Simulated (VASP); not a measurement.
The system is RbPd4N3.

```
Rb Pd N
1.0
     7.90994    0.00000    0.00000
     0.00000    3.55775    2.63533
     0.00000   -3.55775    2.63533
Rb Pd N
1 4 3
Direct
  0.50000 0.52507 0.52507
  0.85890 0.35853 0.89248
  0.14110 0.89248 0.35853
  0.85890 0.89248 0.35853
  0.14110 0.35853 0.89248
  0.72098 0.23485 0.23485
  0.27902 0.23485 0.23485
  0.00000 0.69490 0.69490
```

The cell was generated, and may not be a known phase.

| Quantity | Value |
| --- | --- |
| Program | VASP 6.6.1 |
| Task | relaxation of cell and atoms |
| Functional | PBE |
| Potentials or basis | VASP PAW PBE potentials, release 64 (Rb_sv, Pd_sv_GW, N) |
| Cutoff | 700 eV |
| k mesh | 2 × 3 × 3 |
| Occupations | gaussian, width 0.15 eV |
| Spin | no spin polarisation |

At the start: pressure 3.0 GPa; volume 18.54 Å³/atom.

**Question.** Where does the relaxation end?

**Answer.** Over 28 steps the energy falls by 698.9 meV/atom and the volume is 18.30 Å³/atom (-1.3 %); space group Amm2 (No. 38, to 0.1 Å) before and after.

The path:
```csv
step,energy change (eV),largest force (eV/Å),pressure (GPa),volume (Å³)
1,0.0000,5.2934,2.98,148.32
2,-1.5771,7.2899,10.46,153.24
3,-3.4559,1.6102,-1.21,151.69
4,-4.2078,1.5855,0.30,149.15
5,-4.8384,1.9769,11.37,140.64
6,-4.9452,1.5818,6.76,143.49
7,-5.3088,1.1995,2.01,147.95
8,-5.3720,1.2700,-0.30,150.76
9,-5.4951,0.6023,-0.80,152.11
10,-5.5118,0.3375,-0.92,152.77
11,-5.5118,0.3254,-0.93,152.81
12,-5.5229,0.2128,0.04,151.59
13,-5.5233,0.2671,0.30,151.29
14,-5.5284,0.2394,0.12,151.25
15,-5.5365,0.1844,-0.39,151.15
16,-5.5419,0.1543,-0.31,150.78
17,-5.5537,0.1254,-0.04,149.65
18,-5.5563,0.3747,0.56,147.41
19,-5.5587,0.2512,0.30,148.33
20,-5.5630,0.2113,0.33,148.09
21,-5.5716,0.1284,0.40,147.37
22,-5.5707,0.2626,0.58,145.93
23,-5.5742,0.1610,0.48,146.70
24,-5.5790,0.1378,-0.04,147.06
25,-5.5805,0.1179,-0.61,147.47
26,-5.5846,0.0958,-0.50,147.26
27,-5.5896,0.1100,-0.16,146.62
28,-5.5909,0.0458,0.06,146.40
```

Final structure:
```
Rb Pd N
1.0
     9.16553    0.00000    0.00000
     0.00000    2.84676    2.80541
     0.00000   -2.84676    2.80541
Rb Pd N
1 4 3
Cartesian
  4.5828 0.0000 3.1959
  7.6869 -1.3449 3.7087
  1.4786 1.3449 3.7087
  7.6869 1.3449 3.7087
  1.4786 -1.3449 3.7087
  6.5916 0.0000 0.8914
  2.5739 0.0000 0.8914
  9.1655 0.0000 3.7053
```

Caveat: the k points lie up to 0.52 Å⁻¹ apart in the final cell; a cell axis changed by over 15 % at a fixed basis, so the end point is rough; the relaxation stopped at a loose force limit of 0.08 eV/Å, so its end isn't a converged minimum.
